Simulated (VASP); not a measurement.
Wanted: the native input for a VASP 6.6.1 run.

```yaml
Task: relaxation of cell and atoms
Functional: PBEsol
Potentials_or_basis: VASP PAW PBE potentials, release 64 (Ti_sv, O)
Cutoff: 600 eV
k_mesh: 6 × 6 × 4
Occupations: gaussian, width 0.1 eV
Spin: no spin polarisation
Dipole_correction: no
Further_INCAR_settings: ALGO = Normal; EDIFF = 1e-06; IBRION = 2; EDIFFG = -0.05; NSW = 100; ISIF = 3
```

The structure of Ti2O lies in POSCAR:

```
Ti2O
1.0
    2.9193980238      0.0000000000      0.0000000000
   -1.4596990119      2.5282728524      0.0000000000
    0.0000000000      0.0000000000      4.7130000000
Ti O
2 1
Direct
    0.6666666667      0.3333333333      0.2787400000
    0.3333333333      0.6666666667      0.7212600000
    0.0000000000      0.0000000000      0.0000000000
```

One way to write it, as run:

INCAR

```
SYSTEM = Ti2O
  PREC = Accurate
  ENCUT = 600
  EDIFF = 1E-6
  ISMEAR = 0
  SIGMA = 0.1
  LREAL = .False.
  LASPH = .True.
  NELM = 80
  ALGO = Normal
  ISIF = 3
  LWAVE = .False.
  LCHARG = .False.
  GGA = PS
  IBRION = 2
  NSW = 100
  EDIFFG = -0.05
```

KPOINTS

```
regular mesh
0
Gamma
  6 6 4
  0 0 0
```

Potentials or basis: VASP PAW PBE potentials, release 64 (Ti_sv, O).

Run with:

```sh
$ cat potpaw_PBE.64/Ti_sv/POTCAR potpaw_PBE.64/O/POTCAR > POTCAR
$ mpirun -np 1 vasp_std > vasp.out
```

Results of the run:

```yaml
Relaxed_volume: 11.91 Å³/atom
Relaxed_cell: a = 2.954 Å, b = 2.954 Å, c = 4.725 Å, α = 90.00°, β = 90.00°, γ = 120.00°
Space_group_after_relaxing_to_0.05_Å: P-3m1 (No. 164)
Energy_gained_by_relaxing: 32.3 meV/atom
Ionic_steps: 6
Pressure_after_relaxing: 0.0 GPa
Largest_force_after_relaxing: 0.017 eV/Å
Band_gap_on_the_k_mesh: zero (band 15 reaches 10.30 eV, above the bottom of band 16 at 9.84 eV)
```

Caveat: the k points lie up to 0.41 Å⁻¹ apart in the final cell; the PAW data sets were made with another functional, which shifts forces and pressure a little; the relaxation stopped at a loose force limit of 0.05 eV/Å, so its end isn't a converged minimum.

Run time: 76 s on 1 thread of Intel(R) Xeon(R) Platinum 8259CL CPU @ 2.50GHz (Skylake/Cascade Lake), on a shared host, peak memory 0.17 GiB.
